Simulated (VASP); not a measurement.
# BaTiO3 (R3m) in VASP: notebook

BaTiO3 is run at these levels: PBE; tasks: single point.

Program: VASP 6.6.1. These are calculated values, not measurements. Logs are shortened: lines on timing, memory, paths and dates and some standing lists are left out, and cuts for length are marked.

## 1. The cell of the first run

Symmetry: R3m, No. 160, trigonal system. Conventional cell: a = 5.726 Å, b = 5.726 Å, c = 7.069 Å, α = 90.00°, β = 90.00°, γ = 120.00°. Within 3.7 Å of Ba (site symmetry 3m) lie 12 O at 2.78 to 2.98 Å and 8 Ti at 3.43 to 3.64 Å. Ti (site symmetry 3m) has 6 O at 1.87 to 2.21 Å within 2.5 Å. O (site symmetry m) has 2 Ti at 1.87 to 2.21 Å within 2.5 Å.

## 2. Single point, PBE

Contents of INCAR:

```
ALGO     = Normal         # electronic algorithm
EDIFF    = 1E-6           # SCF threshold, eV
ENCUT    = 520            # plane-wave cutoff, eV
GGA      = PE             # functional
ISIF     = 2              # what is computed and relaxed
ISMEAR   = 0              # smearing method
LASPH    = T              # aspherical terms in the spheres
LCHARG   = F              # write CHGCAR
LREAL    = F              # projectors in reciprocal space
LWAVE    = F              # write WAVECAR
NBANDS   = 28             # bands
NELM     = 60             # most SCF steps
PREC     = Accurate       # precision mode
SIGMA    = 0.02           # smearing width, eV
```

Contents of KPOINTS:

```
k-points
0
Gamma
  6 6 6
```

Contents of POSCAR:

```
BaTiO3
1.0
    2.8631849017      1.6530605737      2.3562883358
   -2.8631849017      1.6530605737      2.3562883358
    0.0000000000     -3.3061211475      2.3562883357
Ba Ti O
1 1 3
Direct
    0.0034746585      0.0034746585      0.0034746585
    0.5177065123      0.5177065123      0.5177065123
    0.4868572253      0.9762053787      0.4868572253
    0.4868572253      0.4868572253      0.9762053787
    0.9762053787      0.4868572253      0.4868572253
```

Potentials or basis: VASP PAW PBE potentials, release 64 (Ba_sv, Ti_sv, O).

Launch:

```console
cat potpaw_PBE.64/Ba_sv/POTCAR potpaw_PBE.64/Ti_sv/POTCAR potpaw_PBE.64/O/POTCAR > POTCAR
mpirun -np 1 vasp_std > vasp.out
```

OUTCAR:

```text
EDIFF = 1E-6
   ENCUT = 520
   GGA = PE
   ISIF = 2
   ISMEAR = 0
   LASPH = T
   LREAL = F
   NELM = 60
   PREC = Accurate

 ion  position               nearest neighbor table
   1  0.003  0.003  0.003-   3 2.78   5 2.78   4 2.78   3 2.87   5 2.87   5 2.87   3 2.87   4 2.87
                             4 2.87   5 2.98   3 2.98   4 2.98   2 3.43   2 3.48   2 3.48   2 3.48
   2  0.518  0.518  0.518-   4 1.87   3 1.87   5 1.87   4 2.21   3 2.21   5 2.21   1 3.43   1 3.48
                             1 3.48   1 3.48   1 3.54   1 3.54   1 3.54   1 3.64
   3  0.487  0.976  0.487-   2 1.87   2 2.21   1 2.78   1 2.87   1 2.87   1 2.98
   4  0.487  0.487  0.976-   2 1.87   2 2.21   1 2.78   1 2.87   1 2.87   1 2.98
   5  0.976  0.487  0.487-   2 1.87   2 2.21   1 2.78   1 2.87   1 2.87   1 2.98

  LATTYP: Found a trigonal (rhomboedric) cell.
 ALAT       =     4.0598684416
 COS(alpha) =     0.0052708044

  Lattice vectors:

 A1 = (   2.8631849017,   1.6530605737,   2.3562883358)
 A2 = (  -2.8631849017,   1.6530605737,   2.3562883358)
 A3 = (   0.0000000000,  -3.3061211475,   2.3562883357)

Analysis of symmetry for initial positions (statically):
=====================================================================
 Subroutine PRICEL returns:
 Original cell was already a primitive cell.

 Routine SETGRP: Setting up the symmetry group for a
 trigonal (rhombohedral) supercell.

 Subroutine GETGRP returns: Found  6 space group operations
 (whereof  6 operations were pure point group operations)
 out of a pool of 12 trial point group operations.

The static configuration has the point symmetry C_3v.

Analysis of symmetry for dynamics (positions and initial velocities):
=====================================================================
 Subroutine PRICEL returns:
 Original cell was already a primitive cell.

 Routine SETGRP: Setting up the symmetry group for a
 trigonal (rhombohedral) supercell.

 Subroutine GETGRP returns: Found  6 space group operations
 (whereof  6 operations were pure point group operations)
 out of a pool of 12 trial point group operations.

The dynamic configuration has the point symmetry C_3v.

 Subroutine INISYM returns: Found  6 space group operations
 (whereof  6 operations are pure point group operations),
 and found     1 'primitive' translations

----------------------------------------------------------------------------------------

                                     Primitive cell

[... 97 lines left out ...]
   LREAL  =      F    real-space projection
   EDIFFG = 0.1E-04   stopping-criterion for IOM
   NSW    =      0    number of steps for IOM
   IBRION =     -1    ionic relax: 0-MD 1-quasi-New 2-CG
   NFREE  =      0    steps in history (QN), initial steepest desc. (CG)
   ISIF   =      2    stress and relaxation
   ISYM   =      2    0-nonsym 1-usesym 2-fastsym
   POTIM  = 0.5000    time-step for ionic-motion
   TEBEG  =    0.0;   TEEND  =   0.0 temperature during run
   PSTRESS=    0.0 pullay stress
   NELECT =      40.0000    total number of electrons
   NUPDOWN=      -1.0000    fix difference up-down
   EMIN   =  10.00;   EMAX   =-10.00  energy-range for DOS
   EFERMI =   0.00;   METHOD = LEGACY
   ISMEAR =     0;   SIGMA  =   0.02  broadening in eV -4-tet -1-fermi 0-gaus
   EFERMI_NEDOS =   21; number of points for ismear=-14 and -15
   IALGO  =     38    algorithm
   IMIX   =      4    mixing-type and parameters
     AMIX     =   0.40;   BMIX     =  1.00
     AMIX_MAG =   1.60;   BMIX_MAG =  1.00
  volume/ion in A,a.u.               =      13.38        90.31
  Fermi-wavevector in a.u.,A,eV,Ry     =   1.379078  2.606080 25.876329  1.901857
  Thomas-Fermi vector in A             =   2.504081
   LORBIT       =      0    0 simple, 1 ext, 2 COOP (PROOUT), +10 PAW based schemes
   GGA     = PE    functional components
   LHFCALC =     F    Hartree Fock is set to
   AEXX    =    0.0000 exact exchange contribution
   IVDW    =     0    specifies the selected vdW correction
   LEPSILON=     F    determine dielectric tensor
   LRPA    =     F    only Hartree local field effects (RPA)
 non-spin polarized calculation
 Gauss-broadening in eV      SIGMA  =   0.02
  energy-cutoff  :      520.00
  volume of cell :       66.91
 maximum number of plane-waves:      1820
   NGX = 15   NGY = 15   NGZ = 15

 number of electron      40.0000008 magnetization

 Free energy of the ion-electron system (eV)
  ---------------------------------------------------
  ext. energy  EPLUGINS =         0.00000000
  ---------------------------------------------------
  free energy    TOTEN  =       -40.05482432 eV

  energy without entropy =      -40.05482432  energy(sigma->0) =      -40.05482432

 E-fermi :   3.7149     XC(G=0): -11.0074

 val. band max:        3.4281906680   @ k =   0.5000   0.5000   0.5000
 cond. band min:       6.0144006338   @ k =   0.0000   0.0000   0.0000
 fundamental gap:      2.5862099658
 Fermi energy:         3.7148834256

 k-point     1 :       0.0000    0.0000    0.0000
  band No.  band energies     occupation
      1     -52.8620      2.00000
      2     -29.1178      2.00000
      3     -29.1157      2.00000
      4     -29.1157      2.00000
      5     -21.4694      2.00000
      6     -13.2781      2.00000
[... 733 lines left out ...]
     27      11.4028      0.00000
     28      11.8597      0.00000

 [... further k-points ...]

------------------------ aborting loop because EDIFF is reached ----------------------------------------

  FORCE on cell =-STRESS in cart. coord.  units (eV):
  Direction    XX          YY          ZZ          XY          YZ          ZX
  --------------------------------------------------------------------------------------
  -------------------------------------------------------------------------------------
  Total        0.6793814      0.6793814      0.6448832      0.0000000      0.0000000      0.0000000
  in kB       16.2669595     16.2669595     15.4409432      0.0000000      0.0000000      0.0000000
  external PRESSURE =      15.9916207 kB  Pullay stress =       0.0000000 kB

 VOLUME and BASIS-vectors are now :
 -----------------------------------------------------------------------------
  energy-cutoff  :      520.00
  volume of cell :       66.91
      direct lattice vectors                 reciprocal lattice vectors
     2.863184902  1.653060574  2.356288336     0.174630706  0.100823085  0.141465426
    -2.863184902  1.653060574  2.356288336    -0.174630706  0.100823085  0.141465426
     0.000000000 -3.306121147  2.356288336     0.000000000 -0.201646170  0.141465426

 POSITION                                       TOTAL-FORCE (eV/Angst)
 -----------------------------------------------------------------------------------
      0.00000     -0.00000      0.02456         0.000000      0.000000     -0.045073
      0.00000     -0.00000      3.65960         0.000000      0.000000     -0.091190
     -1.40109      0.80892      4.59457        -0.030178      0.017423      0.045421
      0.00000     -1.61784      4.59457         0.000000     -0.034847      0.045421
      1.40109      0.80892      4.59457         0.030178      0.017423      0.045421
 -----------------------------------------------------------------------------------
    total drift:                                0.000000     -0.000005      0.000335

  FREE ENERGIE OF THE ION-ELECTRON SYSTEM (eV)
  ---------------------------------------------------
  free  energy   TOTEN  =       -40.0548243184 eV

  energy  without entropy=      -40.0548243184  energy(sigma->0) =      -40.05482432
```

OSZICAR:

```text
N       E                     dE             d eps       ncg     rms          rms(c)
DAV:   1     0.435791412234E+03    0.43579E+03   -0.20806E+04  1792   0.155E+03
DAV:   2    -0.484896946194E+01   -0.44064E+03   -0.42096E+03  2052   0.424E+02
DAV:   3    -0.484741646994E+02   -0.43625E+02   -0.43271E+02  2492   0.133E+02
DAV:   4    -0.505620039093E+02   -0.20878E+01   -0.20832E+01  2708   0.249E+01
DAV:   5    -0.506217598605E+02   -0.59756E-01   -0.59748E-01  2436   0.325E+00    0.235E+01
DAV:   6    -0.403302839068E+02    0.10291E+02   -0.56956E+01  2760   0.679E+01    0.104E+01
DAV:   7    -0.402686180947E+02    0.61666E-01   -0.12607E+01  2492   0.264E+01    0.726E+00
DAV:   8    -0.400621924463E+02    0.20643E+00   -0.60502E-01  2224   0.715E+00    0.391E+00
DAV:   9    -0.400890946114E+02   -0.26902E-01   -0.46716E-01  2640   0.627E+00    0.179E+00
DAV:  10    -0.400596088797E+02    0.29486E-01   -0.20217E-01  2136   0.443E+00    0.604E-01
DAV:  11    -0.400550642982E+02    0.45446E-02   -0.25852E-02  2184   0.954E-01    0.201E-01
DAV:  12    -0.400551035831E+02   -0.39285E-04   -0.42791E-03  2384   0.602E-01    0.145E-01
DAV:  13    -0.400548131797E+02    0.29040E-03   -0.11094E-03  2288   0.343E-01    0.155E-02
DAV:  14    -0.400548255232E+02   -0.12343E-04   -0.52394E-05  2556   0.499E-02    0.112E-02
DAV:  15    -0.400548252602E+02    0.26297E-06   -0.16788E-05  2468   0.352E-02    0.736E-03
DAV:  16    -0.400548242555E+02    0.10047E-05   -0.31865E-06  1536   0.190E-02    0.125E-03
DAV:  17    -0.400548243184E+02   -0.62897E-07   -0.33058E-07  1164   0.372E-03
   1 F= -.40054824E+02 E0= -.40054824E+02  d E =-.300864E-93
```

stdout:

```text
POSCAR found type information on POSCAR BaTiO
 POSCAR found :  3 types and       5 ions
 scaLAPACK will be used
 LDA part: xc-table for (Slater+PW92), standard interpolation
 POSCAR, INCAR and KPOINTS ok, starting setup
 FFT: planning ... GRIDC
 FFT: planning ... GRID_SOFT
 FFT: planning ... GRID
 WAVECAR not read
 entering main loop
```

Run time: 1.8 min. Hardware: 1 thread of AMD EPYC 7R13, shared host; peak memory 0.18 GiB.

Results:

```yaml
Free_energy: -40.0548 eV
Pressure: 1.6 GPa
Largest_force: 0.091 eV/Å
Band_gap_on_the_k_mesh: 2.59 eV, indirect (least direct gap 3.13 eV)
```

Forces in eV/Å, atoms in the order of the input:
```
Ba   0.000  0.000 -0.045
Ti   0.000  0.000 -0.091
O   -0.030  0.017  0.045
O    0.000 -0.035  0.045
O    0.030  0.017  0.045
```

Caveat: spin-orbit coupling is left out, which moves the levels of the heavy elements.

## 3. Single point, PBE

This run uses another cell than the first one, of 13.87 Å³/atom, 1.036 times its volume.

Contents of INCAR:

```
SYSTEM = BaTiO3
  ALGO = Normal
  EDIFF = 1E-7
  ENCUT = 520
  GGA = PE
  ISIF = 2
  ISMEAR = 0
  LASPH = .True.
  LCHARG = .False.
  LREAL = .False.
  LWAVE = .False.
  NBANDS = 28
  NELM = 100
  PREC = Accurate
  SIGMA = 0.02
```

Contents of KPOINTS:

```
k-points
0
Gamma
  6 6 6
  0 0 0
```

Contents of POSCAR:

```
BaTiO3
1.0
    2.8931110532      1.6703384454      2.3919712619
   -2.8931110532      1.6703384454      2.3919712619
    0.0000000000     -3.3406768908      2.3919712618
Ba Ti O
1 1 3
Direct
    0.0065727720      0.0065727720      0.0065727720
    0.5217291551      0.5217291551      0.5217291551
    0.4855949404      0.9716091923      0.4855949404
    0.4855949404      0.4855949404      0.9716091923
    0.9716091923      0.4855949404      0.4855949404
```

Potentials or basis: VASP PAW PBE potentials, release 64 (Ba_sv, Ti_sv, O).

Launch:

```console
cat potpaw_PBE.64/Ba_sv/POTCAR potpaw_PBE.64/Ti_sv/POTCAR potpaw_PBE.64/O/POTCAR > POTCAR
mpirun -np 1 vasp_std > vasp.out
```

Run time: 2.1 min. Hardware: 1 thread of AMD EPYC 7R13, shared host; peak memory 0.19 GiB.

It converged, with:

* Free energy: -40.0486 eV
* Pressure: -1.6 GPa
* Largest force: 0.106 eV/Å
* Band gap on the k mesh: 2.79 eV, indirect (least direct gap 3.37 eV)

Forces on the atoms (eV/Å):
```
Ba   0.000  0.000 -0.058
Ti   0.000  0.000 -0.106
O   -0.032  0.018  0.055
O    0.000 -0.037  0.055
O    0.032  0.018  0.055
```

Stress tensor (GPa, compression positive):
```
-1.52  0.00  0.00
 0.00 -1.52  0.00
 0.00  0.00 -1.65
```

Levels at points of the mesh, in eV from the valence-band top:
```tsv
k point	band 16	band 17	band 18	band 19	band 20	band 21	band 22	band 23	band 24	band 25
(0.00, 0.00, 0.00)	-1.41	-0.92	-0.82	-0.66	-0.66	2.81	2.81	3.00	4.57	4.57
(0.50, 0.00, 0.00)	-1.97	-1.58	-1.43	-1.12	-0.92	2.94	3.72	3.92	4.52	5.75
(0.50, 0.50, 0.00)	-2.49	-1.54	-0.93	-0.82	-0.09	3.81	3.86	4.13	4.80	7.25
(0.50, 0.50, 0.50)	-2.37	-2.29	-0.05	-0.05	0.00	4.06	4.36	4.36	6.21	6.21
```

Caveat: spin-orbit coupling is left out, which moves the levels of the heavy elements. Expect the measured gap to be larger: semilocal functionals such as PBE lack the derivative discontinuity.
